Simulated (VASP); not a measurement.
Set up this calculation in VASP 6.6.1, as the native input.

```yaml
Task: relaxation of cell and atoms
Functional: PBE
Potentials_or_basis: VASP PAW PBE potentials, release 64 (Cu, Rh_pv)
Cutoff: 600 eV
k_mesh: 14 × 14 × 14
Occupations: gaussian, width 0.1 eV
Spin: no spin polarisation
Dipole_correction: no
Further_INCAR_settings: ALGO = Fast; EDIFF = 1e-07; IBRION = 2; EDIFFG = -0.01; NSW = 100; ISIF = 3
```

The structure of CuRh2 lies in POSCAR:

```
CuRh2
1.0
    0.0000000000      2.8428815874      2.8428815874
    2.8428815874      0.0000000000      2.8428815874
    2.8428815874      2.8428815874      0.0000000000
Cu Rh
1 2
Direct
    0.0000000000      0.0000000000      0.0000000000
    0.2500000000      0.2500000000      0.2500000000
    0.7500000000      0.7500000000      0.7500000000
```

One way to write it, as run:

INCAR

```
SYSTEM = CuRh2
PREC     = Accurate       ! precision mode
ENCUT    = 600            ! plane-wave cutoff, eV
EDIFF    = 1E-7           ! SCF threshold, eV
ISMEAR   = 0              ! smearing method
SIGMA    = 0.1            ! smearing width, eV
LREAL    = .FALSE.        ! projectors in reciprocal space
LASPH    = .TRUE.         ! aspherical terms in the spheres
NELM     = 80             ! most SCF steps
ALGO     = Fast           ! electronic algorithm
ISIF     = 3              ! what is computed and relaxed
LWAVE    = .FALSE.        ! write WAVECAR
LCHARG   = .FALSE.        ! write CHGCAR
GGA      = PE             ! functional
IBRION   = 2              ! ionic algorithm
NSW      = 100            ! ionic steps
EDIFFG   = -0.01          ! ionic threshold
```

KPOINTS

```
regular mesh
0
G
  14 14 14
  0 0 0
```

Potentials or basis: VASP PAW PBE potentials, release 64 (Cu, Rh_pv).

The run is started by

```sh
$ cat potpaw_PBE.64/Cu/POTCAR potpaw_PBE.64/Rh_pv/POTCAR > POTCAR
$ mpirun -np 1 vasp_std > vasp.out
```

Results of the run:

```json
{"Relaxed volume": "15.38 Å³/atom", "Relaxed cell": "a = 4.026 Å, b = 4.026 Å, c = 4.026 Å, α = 60.00°, β = 60.00°, γ = 60.00°", "Space group after relaxing (to 0.05 Å)": "Fm-3m (No. 225)", "Energy gained by relaxing": "0.1 meV/atom", "Ionic steps": "3", "Pressure after relaxing": "0.0 GPa"}
```

Wall time 2.7 min on 1 thread of Intel(R) Xeon(R) 6975P-C (Granite Rapids) (shared host), peak memory 0.28 GiB.
